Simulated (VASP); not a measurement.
Runs of VASP 6.6.1 on Ag. The structure is that of space group P6_3/mmc (No. 194), or close to it. The cells are those of the table. 

```csv
task,cell,cutoff (eV),gap on the mesh (eV),pressure (GPa)
relaxation of cell and atoms,"relaxed to 30 GPa from a = 2.890, b = 2.890, c = 4.719 Å, angles 90.0, 90.0, 120.0°, 2 atoms",600,none,30.0
single point,"a = 2.707, b = 2.707, c = 4.376 Å, angles 90.0, 90.0, 120.0°, 2 atoms",520,none,30.2
single point,"a = 2.664, b = 2.664, c = 4.315 Å, angles 90.0, 90.0, 120.0°, 2 atoms",520,none,45.2
single point,"a = 2.843, b = 2.843, c = 4.596 Å, angles 90.0, 90.0, 120.0°, 2 atoms",520,none,0.1
single point,"a = 2.763, b = 2.763, c = 4.464 Å, angles 90.0, 90.0, 120.0°, 2 atoms",520,none,(a)
```

Alike in all rows: level LDA; potentials or basis VASP PAW LDA potentials, release 64 (Ag); no spin polarisation; k mesh 10 × 10 × 5; smearing methfessel-paxton 0.1 eV.

Task: Fill in the values left out.

Result: (a) 15.2.

Caveats: the cell is relaxed towards a set pressure, so the enthalpy falls and the energy may rise (some runs).

A k mesh can miss the band edges, and the runs leave out spin-orbit coupling on Ag.

A gap of «none» marks levels without a gap at the run's occupations.
